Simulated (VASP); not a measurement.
# HgTe (I-4m2) in VASP: a series of runs, part 2 of 2

VASP 6.6.1.

**4. Single point, PBEsol**

The input, INCAR:

```
SYSTEM = HgTe
ALGO     = Normal         ! electronic algorithm
EDIFF    = 1E-6           ! SCF threshold, eV
ENCUT    = 500            ! plane-wave cutoff, eV
GGA      = PS             ! functional
GGA_COMPAT= .FALSE.      
ISIF     = 2              ! what is computed and relaxed
ISMEAR   = -1             ! smearing method
LASPH    = .TRUE.         ! aspherical terms in the spheres
LCHARG   = .FALSE.        ! write CHGCAR
LREAL    = .FALSE.        ! projectors in reciprocal space
LWAVE    = .FALSE.        ! write WAVECAR
NBANDS   = 16             ! bands
NELM     = 120            ! most SCF steps
PREC     = Accurate       ! precision mode
SIGMA    = 0.1            ! smearing width, eV
```

The input, KPOINTS:

```
k-points
0
G
  6 6 6
  0 0 0
```

The input, POSCAR:

```
HgTe
1.0
   -3.0456030000      3.0456030000      1.5594100000
    3.0456030000     -3.0456030000      1.5594100000
    3.0456030000      3.0456030000     -1.5594100000
Hg Te
1 1
Direct
    0.2500000000      0.7500000000      0.5000000000
    0.0000000000      0.0000000000      0.0000000000
```

Potentials or basis: VASP PAW PBE potentials, release 64 (Hg, Te).

Run with:

```bash
> cat potpaw_PBE.64/Hg/POTCAR potpaw_PBE.64/Te/POTCAR > POTCAR
> mpirun -np 1 vasp_std > vasp.out
```

OUTCAR:

```text
SYSTEM = HgTe
   EDIFF = 1E-6
   ENCUT = 500
   GGA = PS
   ISIF = 2
   ISMEAR = -1
   LASPH = .TRUE.
   LREAL = .FALSE.
   NELM = 120
   PREC = Accurate

 ion  position               nearest neighbor table
   1  0.250  0.750  0.500-   2 3.14   2 3.14   2 3.14   2 3.14
   2  0.000  0.000  0.000-   1 3.14   1 3.14   1 3.14   1 3.14

  LATTYP: Found a body centered tetragonal cell.
 ALAT       =     6.0912060000
 C/A-ratio  =     0.5120201156

  Lattice vectors:

 A1 = (  -3.0456030000,   3.0456030000,   1.5594100000)
 A2 = (   3.0456030000,  -3.0456030000,   1.5594100000)
 A3 = (   3.0456030000,   3.0456030000,  -1.5594100000)

Analysis of symmetry for initial positions (statically):
=====================================================================
 Subroutine PRICEL returns:
 Original cell was already a primitive cell.

 Routine SETGRP: Setting up the symmetry group for a
 body centered tetragonal supercell.

 Subroutine GETGRP returns: Found  8 space group operations
 (whereof  8 operations were pure point group operations)
 out of a pool of 16 trial point group operations.

The static configuration has the point symmetry D_2d.

Analysis of symmetry for dynamics (positions and initial velocities):
=====================================================================
 Subroutine PRICEL returns:
 Original cell was already a primitive cell.

 Routine SETGRP: Setting up the symmetry group for a
 body centered tetragonal supercell.

 Subroutine GETGRP returns: Found  8 space group operations
 (whereof  8 operations were pure point group operations)
 out of a pool of 16 trial point group operations.

The dynamic configuration has the point symmetry D_2d.

 Subroutine INISYM returns: Found  8 space group operations
 (whereof  8 operations are pure point group operations),
 and found     1 'primitive' translations

----------------------------------------------------------------------------------------

                                     Primitive cell

  volume of cell :      57.8585

  direct lattice vectors                    reciprocal lattice vectors
    -3.045603000  3.045603000  1.559410000     0.000000000  0.164171102  0.320634086
     3.045603000 -3.045603000  1.559410000     0.164171102  0.000000000  0.320634086
     3.045603000  3.045603000 -1.559410000     0.164171102  0.164171102  0.000000000

  length of vectors
     4.580737366  4.580737366  4.580737366     0.360219888  0.360219888  0.232172999

  position of ions in fractional coordinates (direct lattice)
     0.250000000  0.750000000  0.500000000
     0.000000000  0.000000000  0.000000000

  ion indices of the primitive-cell ions
   primitive index   ion index
                 1           1
                 2           2

----------------------------------------------------------------------------------------

 KPOINTS: k-points

Automatic generation of k-mesh.
 Grid dimensions read from file:
 generate k-points for:    6    6    6

 Generating k-lattice:

  Cartesian coordinates                     Fractional coordinates (reciprocal lattice)
     0.000000000  0.027361850  0.053439014     0.166666667  0.000000000  0.000000000
     0.027361850  0.000000000  0.053439014     0.000000000  0.166666667  0.000000000
     0.027361850  0.027361850  0.000000000     0.000000000  0.000000000  0.166666667

  Length of vectors
     0.060036648  0.060036648  0.038695500

  Shift w.r.t. Gamma in fractional coordinates (k-lattice)
     0.000000000  0.000000000  0.000000000

 Subroutine IBZKPT returns following result:
 ===========================================

 Found     30 irreducible k-points:

 Following reciprocal coordinates:
            Coordinates               Weight
  0.000000  0.000000  0.000000      1.000000
  0.166667  0.000000  0.000000      8.000000
  0.333333  0.000000  0.000000      8.000000
  0.500000  0.000000  0.000000      4.000000
  0.166667  0.166667  0.000000      8.000000
  0.333333  0.166667  0.000000     16.000000
[... 16 lines left out ...]
 -0.333333 -0.333333  0.166667      8.000000
 -0.166667 -0.333333  0.166667      8.000000
 [... further k-points ...]
   k-points           NKPTS =     30   k-points in BZ     NKDIM =     30   number of bands    NBANDS=     16
   number of dos      NEDOS =    301   number of ions     NIONS =      2
   total plane-waves  NPLWV =  46656
   dimension x,y,z NGX =    36 NGY =   36 NGZ =   36
   dimension x,y,z NGXF=    72 NGYF=   72 NGZF=   72
   ions per type =               1   1
   NGX,Y,Z   is equivalent  to a cutoff of  13.07, 13.07, 13.07 a.u.
   NGXF,Y,Z  is equivalent  to a cutoff of  26.13, 26.13, 26.13 a.u.
 SYSTEM =  HgTe
   PREC   = accura    normal or accurate (medium, high low for compatibility)
   ISTART =      0    job   : 0-new  1-cont  2-samecut
   ICHARG =      2    charge: 1-file 2-atom 10-const
   ISPIN  =      1    spin polarized calculation?
   LNONCOLLINEAR =      F non collinear calculations
   LSORBIT =      F    spin-orbit coupling
   LASPH  =      T    aspherical Exc in radial PAW
   ENCUT  =  500.0 eV  36.75 Ry    6.06 a.u.   8.35  8.35  8.35*2*pi/ulx,y,z
   NELM   =    120;   NELMIN=  2; NELMDL= -5     # of ELM steps
   EDIFF  = 0.1E-05   stopping-criterion for ELM
   LREAL  =      F    real-space projection
   EDIFFG = 0.1E-04   stopping-criterion for IOM
   NSW    =      0    number of steps for IOM
   IBRION =     -1    ionic relax: 0-MD 1-quasi-New 2-CG
   NFREE  =      0    steps in history (QN), initial steepest desc. (CG)
   ISIF   =      2    stress and relaxation
   ISYM   =      2    0-nonsym 1-usesym 2-fastsym
   POTIM  = 0.5000    time-step for ionic-motion
   TEBEG  =    0.0;   TEEND  =   0.0 temperature during run
   PSTRESS=    0.0 pullay stress
   NELECT =      18.0000    total number of electrons
   NUPDOWN=      -1.0000    fix difference up-down
   EMIN   =  10.00;   EMAX   =-10.00  energy-range for DOS
   EFERMI =   0.00;   METHOD = LEGACY
   ISMEAR =    -1;   SIGMA  =   0.10  broadening in eV -4-tet -1-fermi 0-gaus
   EFERMI_NEDOS =   21; number of points for ismear=-14 and -15
   IALGO  =     38    algorithm
   IMIX   =      4    mixing-type and parameters
     AMIX     =   0.40;   BMIX     =  1.00
     AMIX_MAG =   1.60;   BMIX_MAG =  1.00
  volume/ion in A,a.u.               =      28.93       195.22
  Fermi-wavevector in a.u.,A,eV,Ry     =   1.109286  2.096246 16.742166  1.230515
  Thomas-Fermi vector in A             =   2.245823
   LORBIT       =      0    0 simple, 1 ext, 2 COOP (PROOUT), +10 PAW based schemes
   GGA     = PS    functional components
   LHFCALC =     F    Hartree Fock is set to
   AEXX    =    0.0000 exact exchange contribution
   IVDW    =     0    specifies the selected vdW correction
   LEPSILON=     F    determine dielectric tensor
   LRPA    =     F    only Hartree local field effects (RPA)
 non-spin polarized calculation
  energy-cutoff  :      500.00
  volume of cell :       57.86
 maximum number of plane-waves:      1501
 NGX is ok and might be reduce to    36
   NGX = 17   NGY = 17   NGZ = 17

 number of electron      18.0000002 magnetization

 Free energy of the ion-electron system (eV)
  ---------------------------------------------------
  ext. energy  EPLUGINS =         0.00000000
  ---------------------------------------------------
  free energy    TOTEN  =        -3.97831678 eV

  energy without entropy =       -3.91972218  energy(sigma->0) =       -3.94901948

 E-fermi :   4.4411     XC(G=0):  -9.9932

 val. band max:        4.4168372184   @ k =  -0.1667  -0.3333   0.1667
 cond. band min:       4.4476458459   @ k =  -0.3333   0.5000   0.3333
 fundamental gap:      0.0308086274
 Fermi energy:         4.4410968862

 k-point     1 :       0.0000    0.0000    0.0000
  band No.  band energies     occupation
      1      -8.2927      2.00000
      2      -2.9977      2.00000
      3      -2.3120      2.00000
      4      -2.2335      2.00000
      5      -1.7855      2.00000
      6      -1.7855      2.00000
[... 8 lines left out ...]
     15      14.3522      0.00000
     16      15.3196      0.00000

 k-point     2 :       0.1667    0.0000    0.0000
  band No.  band energies     occupation
      1      -7.8587      2.00000
      2      -2.6026      2.00000
      3      -2.2688      2.00000
      4      -2.2604      2.00000
      5      -1.9951      2.00000
      6      -1.9855      2.00000
[... 8 lines left out ...]
     15      13.7451      0.00000
     16      13.9112      0.00000
[... 387 lines left out ...]
      5      -2.0075      2.00000
      6      -1.8226      2.00000
[... 8 lines left out ...]
     15      14.7437      0.00000
     16      15.0938      0.00000

 k-point    24 :      -0.1667   -0.3333    0.1667
  band No.  band energies     occupation
      1      -5.8744      2.00000
      2      -2.5961      2.00000
      3      -2.5769      2.00000
      4      -2.3058      2.00000
      5      -2.0315      2.00000
      6      -1.5163      2.00000
[... 8 lines left out ...]
     15      14.5461      0.00000
     16      16.0756      0.00000

 [... further k-points ...]
[... 5 lines left out ...]
  --------------------------------------------------------------------------------------
  -------------------------------------------------------------------------------------
  Total       -1.1009455     -1.1009455     -1.1096370      0.0000000     -0.0000000      0.0000000
  in kB      -30.4866378    -30.4866378    -30.7273170      0.0000000     -0.0000000      0.0000000
  external PRESSURE =     -30.5668642 kB  Pullay stress =       0.0000000 kB

 VOLUME and BASIS-vectors are now :
 -----------------------------------------------------------------------------
  energy-cutoff  :      500.00
  volume of cell :       57.86
      direct lattice vectors                 reciprocal lattice vectors
    -3.045603000  3.045603000  1.559410000     0.000000000  0.164171102  0.320634086
     3.045603000 -3.045603000  1.559410000     0.164171102  0.000000000  0.320634086
     3.045603000  3.045603000 -1.559410000     0.164171102  0.164171102  0.000000000

 POSITION                                       TOTAL-FORCE (eV/Angst)
 -----------------------------------------------------------------------------------
      3.04560      0.00000      0.77970        -0.000000      0.000000     -0.000000
      0.00000      0.00000      0.00000         0.000000     -0.000000      0.000000
 -----------------------------------------------------------------------------------
    total drift:                                0.000000     -0.000000      0.000000

  FREE ENERGIE OF THE ION-ELECTRON SYSTEM (eV)
  ---------------------------------------------------
  free  energy   TOTEN  =        -3.9783167798 eV

  energy  without entropy=       -3.9197221807  energy(sigma->0) =       -3.94901948
```

Run time: 43 s. Hardware: 1 thread of AMD EPYC 7R43 (Zen 3), shared host; peak memory 0.17 GiB.

Results:

```yaml
Free_energy: -3.9783 eV
Pressure: -3.1 GPa
Band_gap_on_the_k_mesh: zero (bands 9 and 10 overlap by 3.84 eV)
```

Levels at points of the mesh, in eV from the Fermi level:
```
           k point  band 7  band 8  band 9  band 10  band 11  band 12
(0.00, 0.00, 0.00)   -3.62   -2.65   -2.65     3.14     4.40     6.73
(0.50, 0.00, 0.00)   -4.79   -2.11   -1.29    -0.30     3.04     3.56
(0.50, 0.50, 0.00)   -6.16   -1.11    1.30     1.75     2.61     3.20
(0.50, 0.50, 0.50)   -4.53   -4.53   -4.51     2.82     7.05     7.81
```

Caveat: the k points lie up to 0.38 Å⁻¹ apart, too coarse for converged energies and pressures of a metal; the PAW data sets were made with another functional, which shifts forces and pressure a little; spin-orbit coupling is left out, which moves the levels of the heavy elements.

**5. Overview**

| level | potentials or basis | gap on the mesh (eV) | pressure (GPa) |
| --- | --- | --- | --- |
| BLYP | VASP PAW PBE potentials, release 64 (Hg, Te) | none | 4.9 |
| LDA | VASP PAW LDA potentials, release 64 (Hg, Te) | none | -4.5 |
| PBEsol | VASP PAW PBE potentials, release 64 (Hg, Te) | none | -3.1 |

Alike in all rows: task single point; no spin polarisation; cell as given; k mesh 6 × 6 × 6; cutoff (eV) 500; smearing fermi-dirac 0.1 eV.

Caveats: all runs use coarse meshes; spin-orbit coupling is left out, which moves the levels of the heavy elements; the PAW data sets were made with another functional, which shifts forces and pressure a little (at least some runs).

Total energies depend on the potentials used, so only differences within one code and one set of settings carry meaning.
